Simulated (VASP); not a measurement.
# SiO2 (P6_422) in VASP: notebook

The runs below take SiO2 through single point, with r2SCAN.

Program: VASP 6.6.1. These are calculated values, not measurements. Logs are shortened: lines on timing, memory, paths and dates and some standing lists are left out, and cuts for length are marked.

## Step 1: The cell of the first run

It takes space group P6_422 (No. 181, hexagonal). The conventional cell has a = 5.060 Å, b = 5.060 Å, c = 5.541 Å, α = 90.00°, β = 90.00°, γ = 120.00°. Within 2.1 Å of Si (site symmetry 222) lie 4 O at 1.61 Å. Within 2.1 Å of O (site symmetry 2) lie 2 Si at 1.61 Å.

## Step 2: Single point, r2SCAN

Input file POSCAR:

```
SiO2
1.0
    5.0596778423      0.0000000000      0.0000000000
   -2.5298389212      4.3818095464      0.0000000000
    0.0000000000      0.0000000000      5.5410856278
Si O
3 6
Direct
    0.0000000000      0.5000000000      0.3333333333
    0.5000000000      0.5000000000      0.6666666667
    0.5000000000      0.0000000000      0.0000000000
    0.5834989526      0.7917494763      0.8333333333
    0.7917494763      0.5834989526      0.5000000000
    0.7917494763      0.2082505237      0.1666666667
    0.4165010474      0.2082505237      0.8333333333
    0.2082505237      0.4165010474      0.5000000000
    0.2082505237      0.7917494763      0.1666666667
```

Input file INCAR.step1:

```
ALGO = Normal ; EDIFF = 1E-4
ENCUT = 520 ; GGA = PE
ISMEAR = 0 ; LASPH = True
LCHARG = False ; LREAL = False
LWAVE = True ; NBANDS = 34
NELM = 60 ; PREC = Accurate
SIGMA = 0.02
```

Input file INCAR.step2:

```
ALGO = Normal ; EDIFF = 1E-7
ENCUT = 520 ; ISIF = 2
ISMEAR = 0 ; ISTART = 1
LASPH = True ; LCHARG = False
LMIXTAU = True ; LREAL = False
LWAVE = False ; METAGGA = R2SCAN
NBANDS = 34 ; NELM = 60
PREC = Accurate ; SIGMA = 0.02
```

Input file KPOINTS:

```
k-points
0
Gamma
  6 6 4
```

Potentials or basis: VASP PAW PBE potentials, release 64 (Si, O).

The run is started by

```sh
> cat potpaw_PBE.64/Si/POTCAR potpaw_PBE.64/O/POTCAR > POTCAR
> cp INCAR.step1 INCAR
> mpirun -np 1 vasp_std > vasp.out
> cp INCAR.step2 INCAR
> mpirun -np 1 vasp_std > vasp.out
```

OUTCAR:

```text
EDIFF = 1E-7
   ENCUT = 520
   ISIF = 2
   ISMEAR = 0
   ISTART = 1
   LASPH = True
   LREAL = False
   METAGGA = R2SCAN
   NELM = 60
   PREC = Accurate

 ion  position               nearest neighbor table
   1  0.000  0.500  0.333-   6 1.61   9 1.61   8 1.61   5 1.61   3 3.13   3 3.13   2 3.13   2 3.13

   2  0.500  0.500  0.667-   4 1.61   7 1.61   5 1.61   8 1.61   3 3.13   3 3.13   1 3.13   1 3.13

   3  0.500  0.000  0.000-   6 1.61   9 1.61   7 1.61   4 1.61   1 3.13   1 3.13   2 3.13   2 3.13

   4  0.583  0.792  0.833-   2 1.61   3 1.61
   5  0.792  0.583  0.500-   2 1.61   1 1.61
   6  0.792  0.208  0.167-   1 1.61   3 1.61
   7  0.417  0.208  0.833-   2 1.61   3 1.61
   8  0.208  0.417  0.500-   2 1.61   1 1.61
   9  0.208  0.792  0.167-   1 1.61   3 1.61

  LATTYP: Found a hexagonal cell.
 ALAT       =     5.0596778423
 C/A-ratio  =     1.0951459363

  Lattice vectors:

 A1 = (   5.0596778423,   0.0000000000,   0.0000000000)
 A2 = (  -2.5298389212,   4.3818095464,   0.0000000000)
 A3 = (   0.0000000000,   0.0000000000,   5.5410856278)

Analysis of symmetry for initial positions (statically):
=====================================================================
 Subroutine PRICEL returns:
 Original cell was already a primitive cell.

 Routine SETGRP: Setting up the symmetry group for a
 hexagonal supercell.

 Subroutine GETGRP returns: Found 12 space group operations
 (whereof  4 operations were pure point group operations)
 out of a pool of 24 trial point group operations.

The static configuration has the point symmetry D_2 .
 The point group associated with its full space group is D_6 .

Analysis of symmetry for dynamics (positions and initial velocities):
=====================================================================
 Subroutine PRICEL returns:
 Original cell was already a primitive cell.

 Routine SETGRP: Setting up the symmetry group for a
 hexagonal supercell.

 Subroutine GETGRP returns: Found 12 space group operations
 (whereof  4 operations were pure point group operations)
 out of a pool of 24 trial point group operations.

The dynamic configuration has the point symmetry D_2 .
[... 111 lines left out ...]
   LREAL  =      F    real-space projection
   EDIFFG = 0.1E-05   stopping-criterion for IOM
   NSW    =      0    number of steps for IOM
   IBRION =     -1    ionic relax: 0-MD 1-quasi-New 2-CG
   NFREE  =      0    steps in history (QN), initial steepest desc. (CG)
   ISIF   =      2    stress and relaxation
   ISYM   =      2    0-nonsym 1-usesym 2-fastsym
   POTIM  = 0.5000    time-step for ionic-motion
   TEBEG  =    0.0;   TEEND  =   0.0 temperature during run
   PSTRESS=    0.0 pullay stress
   NELECT =      48.0000    total number of electrons
   NUPDOWN=      -1.0000    fix difference up-down
   EMIN   =  10.00;   EMAX   =-10.00  energy-range for DOS
   EFERMI =   0.00;   METHOD = LEGACY
   ISMEAR =     0;   SIGMA  =   0.02  broadening in eV -4-tet -1-fermi 0-gaus
   EFERMI_NEDOS =   21; number of points for ismear=-14 and -15
   IALGO  =     38    algorithm
   IMIX   =      4    mixing-type and parameters
     AMIX     =   0.40;   BMIX     =  1.00
     AMIX_MAG =   1.60;   BMIX_MAG =  1.00
  volume/ion in A,a.u.               =      13.65        92.11
  Fermi-wavevector in a.u.,A,eV,Ry     =   1.196827  2.261676 19.488926  1.432396
  Thomas-Fermi vector in A             =   2.332758
   LORBIT       =      0    0 simple, 1 ext, 2 COOP (PROOUT), +10 PAW based schemes
   METAGGA = R2SCAN    functional components
   LHFCALC =     F    Hartree Fock is set to
   AEXX    =    0.0000 exact exchange contribution
   IVDW    =     0    specifies the selected vdW correction
   LEPSILON=     F    determine dielectric tensor
   LRPA    =     F    only Hartree local field effects (RPA)
 non-spin polarized calculation
 Gauss-broadening in eV      SIGMA  =   0.02
  energy-cutoff  :      520.00
  volume of cell :      122.85
 maximum number of plane-waves:      3344
 NGX is ok and might be reduce to    40
   NGX = 19   NGY = 19   NGZ = 21

 number of electron      47.9999976 magnetization

 Free energy of the ion-electron system (eV)
  ---------------------------------------------------
  ext. energy  EPLUGINS =         0.00000000
  ---------------------------------------------------
  free energy    TOTEN  =       -89.35590710 eV

  energy without entropy =      -89.35590710  energy(sigma->0) =      -89.35590710

 E-fermi :   0.2219     XC(G=0):  -9.2028

 val. band max:        0.0758205391   @ k =   0.5000  -0.0000   0.0000
 cond. band min:       6.3726410531   @ k =   0.0000   0.0000   0.0000
 fundamental gap:      6.2968205140
 Fermi energy:         0.2219018533

 k-point     1 :       0.0000    0.0000    0.0000
  band No.  band energies     occupation
      1     -20.3420      2.00000
      2     -18.8944      2.00000
      3     -18.8944      2.00000
      4     -18.3150      2.00000
      5     -18.2699      2.00000
      6     -18.2699      2.00000
[... 766 lines left out ...]
     33      12.4238      0.00000
     34      12.4333      0.00000

------------------------ aborting loop because EDIFF is reached ----------------------------------------

  FORCE on cell =-STRESS in cart. coord.  units (eV):
  Direction    XX          YY          ZZ          XY          YZ          ZX
  --------------------------------------------------------------------------------------
  -------------------------------------------------------------------------------------
  Total        0.0972593      0.0972593      0.1359898     -0.0000000      0.0000000      0.0000000
  in kB        1.2684419      1.2684419      1.7735594     -0.0000000      0.0000000      0.0000000
  external PRESSURE =       1.4368144 kB  Pullay stress =       0.0000000 kB

 VOLUME and BASIS-vectors are now :
 -----------------------------------------------------------------------------
  energy-cutoff  :      520.00
  volume of cell :      122.85
      direct lattice vectors                 reciprocal lattice vectors
     5.059677842  0.000000000  0.000000000     0.197641042  0.114108109  0.000000000
    -2.529838921  4.381809546  0.000000000     0.000000000  0.228216217  0.000000000
     0.000000000  0.000000000  5.541085628     0.000000000  0.000000000  0.180470050

 POSITION                                       TOTAL-FORCE (eV/Angst)
 -----------------------------------------------------------------------------------
     -1.26492      2.19090      1.84703         0.000000      0.000000     -0.000000
      1.26492      2.19090      3.69406         0.000000      0.000000      0.000000
      2.52984      0.00000      0.00000         0.000000      0.000000     -0.000000
      0.94932      3.46930      4.61757        -0.010789     -0.006229     -0.000000
      2.52984      2.55678      2.77054         0.000000     -0.012458     -0.000000
      3.47916      0.91251      0.92351        -0.010789      0.006229      0.000000
      1.58052      0.91251      4.61757         0.010789      0.006229     -0.000000
     -0.00000      1.82503      2.77054        -0.000000      0.012458     -0.000000
     -0.94932      3.46930      0.92351         0.010789     -0.006229      0.000000
 -----------------------------------------------------------------------------------
    total drift:                                0.000000     -0.000000     -0.000001

  FREE ENERGIE OF THE ION-ELECTRON SYSTEM (eV)
  ---------------------------------------------------
  free  energy   TOTEN  =       -89.3559071019 eV

  energy  without entropy=      -89.3559071019  energy(sigma->0) =      -89.35590710
```

OSZICAR.step1:

```text
N       E                     dE             d eps       ncg     rms          rms(c)
DAV:   1     0.281962294043E+03    0.28196E+03   -0.24918E+04  1428   0.129E+03
DAV:   2    -0.612420780145E+02   -0.34320E+03   -0.33201E+03  1850   0.301E+02
DAV:   3    -0.807688898433E+02   -0.19527E+02   -0.19440E+02  1812   0.755E+01
DAV:   4    -0.809878665141E+02   -0.21898E+00   -0.21874E+00  1792   0.904E+00
DAV:   5    -0.809910808581E+02   -0.32143E-02   -0.32124E-02  1806   0.108E+00    0.259E+01
DAV:   6    -0.710645377281E+02    0.99265E+01   -0.35653E+01  1624   0.318E+01    0.124E+01
DAV:   7    -0.710663785987E+02   -0.18409E-02   -0.10753E+00  1760   0.493E+00    0.442E+00
DAV:   8    -0.710586417677E+02    0.77368E-02   -0.51550E-02  1758   0.162E+00    0.173E+00
DAV:   9    -0.710688706777E+02   -0.10229E-01   -0.29861E-02  1592   0.117E+00    0.338E-01
DAV:  10    -0.710708725151E+02   -0.20018E-02   -0.32812E-03  1662   0.300E-01    0.983E-02
DAV:  11    -0.710708650905E+02    0.74246E-05   -0.79050E-04  1752   0.168E-01
   1 F= -.71070865E+02 E0= -.71070865E+02  d E =-.753236E-11
```

Run time: 5.2 min. Hardware: 1 thread of Intel Xeon Platinum 8375C at 2.90GHz (Ice Lake), shared host; peak memory 0.29 GiB.

What came out:

* Free energy: -89.3559 eV
* Pressure: 0.1 GPa
* Largest force: 0.012 eV/Å
* Band gap on the k mesh: 6.30 eV, indirect (least direct gap 6.49 eV)

Forces in eV/Å, atoms in the order of the input:
```
Si   0.000  0.000  0.000
Si   0.000  0.000  0.000
Si   0.000  0.000  0.000
O   -0.011 -0.006  0.000
O    0.000 -0.012  0.000
O   -0.011  0.006  0.000
O    0.011  0.006  0.000
O    0.000  0.012  0.000
O    0.011 -0.006  0.000
```

Caveat: the PAW data sets were made with another functional, which shifts forces and pressure a little.

## Step 3: Single point, r2SCAN

Input file POSCAR:

```
SiO2
1.0
    5.0596778134      0.0000000000      0.0000000000
   -2.5298389067      4.3818095213      0.0000000000
    0.0000000000      0.0000000000      5.5410855914
Si O
3 6
Direct
    0.0000000000      0.5000000000      0.3333333333
    0.5000000000      0.5000000000      0.6666666667
    0.5000000000      0.0000000000      0.0000000000
    0.5834989521      0.7917494760      0.8333333333
    0.7917494760      0.5834989521      0.5000000000
    0.7917494760      0.2082505240      0.1666666667
    0.4165010479      0.2082505240      0.8333333333
    0.2082505240      0.4165010479      0.5000000000
    0.2082505240      0.7917494760      0.1666666667
```

Input file INCAR.step1:

```
SYSTEM = SiO2
PREC = Accurate ; ENCUT = 520
ISMEAR = 0 ; SIGMA = 0.02
LREAL = .FALSE. ; LASPH = .TRUE.
NELM = 60 ; NBANDS = 34
GGA = PE ; ALGO = Normal
EDIFF = 1E-4 ; LWAVE = .TRUE.
LCHARG = .FALSE.
```

Input file INCAR.step2:

```
SYSTEM = SiO2
PREC = Accurate ; ENCUT = 520
EDIFF = 1E-7 ; ISMEAR = 0
SIGMA = 0.02 ; LREAL = .FALSE.
LASPH = .TRUE. ; NELM = 60
ALGO = Normal ; ISIF = 2
LWAVE = .FALSE. ; LCHARG = .FALSE.
METAGGA = R2SCAN ; LMIXTAU = .TRUE.
NBANDS = 34 ; ISTART = 1
```

Input file KPOINTS:

```
Automatic mesh
0
G
  6 6 4
  0 0 0
```

Potentials or basis: VASP PAW PBE potentials, release 64 (Si, O).

The run is started by

```sh
> cat potpaw_PBE.64/Si/POTCAR potpaw_PBE.64/O/POTCAR > POTCAR
> cp INCAR.step1 INCAR
> mpirun -np 1 vasp_std > vasp.out
> cp INCAR.step2 INCAR
> mpirun -np 1 vasp_std > vasp.out
```

OUTCAR:

```text
SYSTEM = SiO2
   PREC = Accurate
   ENCUT = 520
   EDIFF = 1E-7
   ISMEAR = 0
   LREAL = .FALSE.
   LASPH = .TRUE.
   NELM = 60
   ISIF = 2
   METAGGA = R2SCAN
   ISTART = 1

 ion  position               nearest neighbor table
   1  0.000  0.500  0.333-   6 1.61   9 1.61   8 1.61   5 1.61   3 3.13   3 3.13   2 3.13   2 3.13

   2  0.500  0.500  0.667-   4 1.61   7 1.61   5 1.61   8 1.61   3 3.13   3 3.13   1 3.13   1 3.13

   3  0.500  0.000  0.000-   6 1.61   9 1.61   7 1.61   4 1.61   1 3.13   2 3.13   2 3.13   1 3.13

   4  0.583  0.792  0.833-   2 1.61   3 1.61
   5  0.792  0.583  0.500-   2 1.61   1 1.61
   6  0.792  0.208  0.167-   1 1.61   3 1.61
   7  0.417  0.208  0.833-   2 1.61   3 1.61
   8  0.208  0.417  0.500-   2 1.61   1 1.61
   9  0.208  0.792  0.167-   1 1.61   3 1.61

  LATTYP: Found a hexagonal cell.
 ALAT       =     5.0596778134
 C/A-ratio  =     1.0951459353

  Lattice vectors:

 A1 = (   5.0596778134,   0.0000000000,   0.0000000000)
 A2 = (  -2.5298389067,   4.3818095213,   0.0000000000)
 A3 = (   0.0000000000,   0.0000000000,   5.5410855914)

Analysis of symmetry for initial positions (statically):
=====================================================================
 Subroutine PRICEL returns:
 Original cell was already a primitive cell.

 Routine SETGRP: Setting up the symmetry group for a
 hexagonal supercell.

 Subroutine GETGRP returns: Found 12 space group operations
 (whereof  4 operations were pure point group operations)
 out of a pool of 24 trial point group operations.

The static configuration has the point symmetry D_2 .
 The point group associated with its full space group is D_6 .

Analysis of symmetry for dynamics (positions and initial velocities):
=====================================================================
 Subroutine PRICEL returns:
 Original cell was already a primitive cell.

[... 143 lines left out ...]
   METAGGA = R2SCAN    functional components
   LHFCALC =     F    Hartree Fock is set to
   AEXX    =    0.0000 exact exchange contribution
   IVDW    =     0    specifies the selected vdW correction
   LEPSILON=     F    determine dielectric tensor
   LRPA    =     F    only Hartree local field effects (RPA)
 non-spin polarized calculation
 Gauss-broadening in eV      SIGMA  =   0.02
  energy-cutoff  :      520.00
  volume of cell :      122.85
 maximum number of plane-waves:      3344
 NGX is ok and might be reduce to    40
   NGX = 19   NGY = 19   NGZ = 21

 number of electron      47.9999976 magnetization

 Free energy of the ion-electron system (eV)
  ---------------------------------------------------
  ext. energy  EPLUGINS =         0.00000000
  ---------------------------------------------------
  free energy    TOTEN  =       -89.35590710 eV

  energy without entropy =      -89.35590710  energy(sigma->0) =      -89.35590710

 E-fermi :   0.2219     XC(G=0):  -9.2028

 val. band max:        0.0758206670   @ k =   0.5000   0.0000   0.0000
 cond. band min:       6.3726412784   @ k =   0.0000   0.0000   0.0000
 fundamental gap:      6.2968206114
 Fermi energy:         0.2219020311

 k-point     1 :       0.0000    0.0000    0.0000
  band No.  band energies     occupation
      1     -20.3420      2.00000
      2     -18.8944      2.00000
      3     -18.8944      2.00000
      4     -18.3150      2.00000
      5     -18.2699      2.00000
      6     -18.2699      2.00000
[... 766 lines left out ...]
     33      12.4238      0.00000
     34      12.4333      0.00000

------------------------ aborting loop because EDIFF is reached ----------------------------------------

  FORCE on cell =-STRESS in cart. coord.  units (eV):
  Direction    XX          YY          ZZ          XY          YZ          ZX
  --------------------------------------------------------------------------------------
  -------------------------------------------------------------------------------------
  Total        0.0972621      0.0972621      0.1359926     -0.0000000      0.0000000      0.0000000
  in kB        1.2684778      1.2684778      1.7735953     -0.0000000      0.0000000      0.0000000
  external PRESSURE =       1.4368503 kB  Pullay stress =       0.0000000 kB

 VOLUME and BASIS-vectors are now :
 -----------------------------------------------------------------------------
  energy-cutoff  :      520.00
  volume of cell :      122.85
      direct lattice vectors                 reciprocal lattice vectors
     5.059677813  0.000000000  0.000000000     0.197641043  0.114108109  0.000000000
    -2.529838907  4.381809521  0.000000000     0.000000000  0.228216219  0.000000000
     0.000000000  0.000000000  5.541085591     0.000000000  0.000000000  0.180470051

 POSITION                                       TOTAL-FORCE (eV/Angst)
 -----------------------------------------------------------------------------------
     -1.26492      2.19090      1.84703        -0.000000      0.000000     -0.000000
      1.26492      2.19090      3.69406        -0.000000      0.000000      0.000000
      2.52984      0.00000      0.00000        -0.000000      0.000000     -0.000000
      0.94932      3.46930      4.61757        -0.010789     -0.006229      0.000000
      2.52984      2.55678      2.77054        -0.000000     -0.012458      0.000000
      3.47916      0.91251      0.92351        -0.010789      0.006229     -0.000000
      1.58052      0.91251      4.61757         0.010789      0.006229     -0.000000
      0.00000      1.82503      2.77054         0.000000      0.012458     -0.000000
     -0.94932      3.46930      0.92351         0.010789     -0.006229      0.000000
 -----------------------------------------------------------------------------------
    total drift:                                0.000000     -0.000000     -0.000001

  FREE ENERGIE OF THE ION-ELECTRON SYSTEM (eV)
  ---------------------------------------------------
  free  energy   TOTEN  =       -89.3559071008 eV

  energy  without entropy=      -89.3559071008  energy(sigma->0) =      -89.35590710
```

OSZICAR.step1:

```text
N       E                     dE             d eps       ncg     rms          rms(c)
DAV:   1     0.281962295925E+03    0.28196E+03   -0.24918E+04  1428   0.129E+03
DAV:   2    -0.612420783046E+02   -0.34320E+03   -0.33201E+03  1850   0.301E+02
DAV:   3    -0.807688899420E+02   -0.19527E+02   -0.19440E+02  1812   0.755E+01
DAV:   4    -0.809878666078E+02   -0.21898E+00   -0.21874E+00  1792   0.904E+00
DAV:   5    -0.809910809516E+02   -0.32143E-02   -0.32124E-02  1806   0.108E+00    0.259E+01
DAV:   6    -0.710645376738E+02    0.99265E+01   -0.35653E+01  1624   0.318E+01    0.124E+01
DAV:   7    -0.710663785310E+02   -0.18409E-02   -0.10753E+00  1760   0.493E+00    0.442E+00
DAV:   8    -0.710586416973E+02    0.77368E-02   -0.51550E-02  1758   0.162E+00    0.173E+00
DAV:   9    -0.710688706070E+02   -0.10229E-01   -0.29861E-02  1592   0.117E+00    0.338E-01
DAV:  10    -0.710708724444E+02   -0.20018E-02   -0.32812E-03  1662   0.300E-01    0.983E-02
DAV:  11    -0.710708650198E+02    0.74246E-05   -0.79050E-04  1752   0.168E-01
   1 F= -.71070865E+02 E0= -.71070865E+02  d E =-.753210E-11
```

Wall time 4.6 min (1 thread of Intel Xeon Platinum 8375C at 2.90GHz (Ice Lake), shared host); peak memory 0.29 GiB.

Results:

| Property | Result |
| --- | --- |
| Free energy | -89.3559 eV |
| Pressure | 0.1 GPa |
| Largest force | 0.012 eV/Å |
| Band gap on the k mesh | 6.30 eV, indirect (least direct gap 6.49 eV) |

Forces in eV/Å, atoms in the order of the input:
```
Si   0.000  0.000  0.000
Si   0.000  0.000  0.000
Si   0.000  0.000  0.000
O   -0.011 -0.006  0.000
O    0.000 -0.012  0.000
O   -0.011  0.006  0.000
O    0.011  0.006  0.000
O    0.000  0.012  0.000
O    0.011 -0.006  0.000
```

Caveat: the PAW data sets were made with another functional, which shifts forces and pressure a little. r2SCAN opens gaps a little over a GGA but as a rule still falls short of measured ones.

(Continued in part 2 of 2.)
